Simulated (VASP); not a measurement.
A run of VASP 6.6.1:

Contents of INCAR:

```
PREC     = Accurate       # precision mode
ENCUT    = 520            # plane-wave cutoff, eV
EDIFF    = 1E-6           # SCF threshold, eV
ISMEAR   = 0              # smearing method
SIGMA    = 0.1            # smearing width, eV
LREAL    = F              # projectors in reciprocal space
LASPH    = T              # aspherical terms in the spheres
NELM     = 100            # most SCF steps
ALGO     = Normal         # electronic algorithm
ISIF     = 2              # what is computed and relaxed
LWAVE    = F              # write WAVECAR
LCHARG   = F              # write CHGCAR
GGA      = PE             # functional
NBANDS   = 8              # bands
```

KPOINTS

```
Automatic mesh
0
Gamma
  22 22 24
```

Contents of POSCAR:

```
P
1.0
    2.4473183923      0.0000000000      0.0000000000
    0.0000000000      2.4473183923      0.0000000000
    0.0000000000      0.0000000000      2.4396686694
P
1
Direct
    0.5000000000      0.5000000000      0.0000000000
```

Potentials or basis: VASP PAW PBE potentials, release 64 (P).

Command:

```bash
$ cat potpaw_PBE.64/P/POTCAR > POTCAR
$ mpirun -np 1 vasp_std > vasp.out
```

Hardware: 1 thread of Intel(R) Xeon(R) 6975P-C (Granite Rapids), on a shared host.

Problem. Estimate the wall time of this run.

Solution. Wall time 24 s on 1 thread of Intel(R) Xeon(R) 6975P-C (Granite Rapids), on a shared host, peak memory 0.19 GiB. Counts: scf iterations 10, k points 1014.
